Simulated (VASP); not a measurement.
Runs of VASP 6.6.1 on BP. The structure is that of space group F-43m (No. 216), or close to it. The cells are those of the table. 

| cell | gap on the mesh (eV) | pressure (GPa) |
| --- | --- | --- |
| a = 3.221 Å, angles 60.0, 60.0, 90.0°, 2 atoms | 1.49 | -2.5 |
| a = 3.196 Å, angles 60.0, 60.0, 90.0°, 2 atoms | (b) | 1.5 |
| a = 3.151 Å, angles 60.0, 60.0, 90.0°, 2 atoms | 1.41 | 9.4 |
| a = 3.167 Å, angles 60.0, 60.0, 90.0°, 2 atoms | 1.43 | 6.4 |
| a = 3.184 Å, angles 60.0, 60.0, 90.0°, 2 atoms | (a) | 3.5 |

Alike in all rows: task single point; level r2SCAN; potentials or basis VASP PAW PBE potentials, release 64 (B, P); no spin polarisation; k mesh 8 × 8 × 8; cutoff (eV) 520; smearing gaussian 0.01 eV.

**Question.** Estimate the missing entries.

**Answer.** (a) 1.45; (b) 1.46.

Caveats: the PAW data sets were made with another functional, which shifts forces and pressure a little.

A k mesh can miss the band edges.
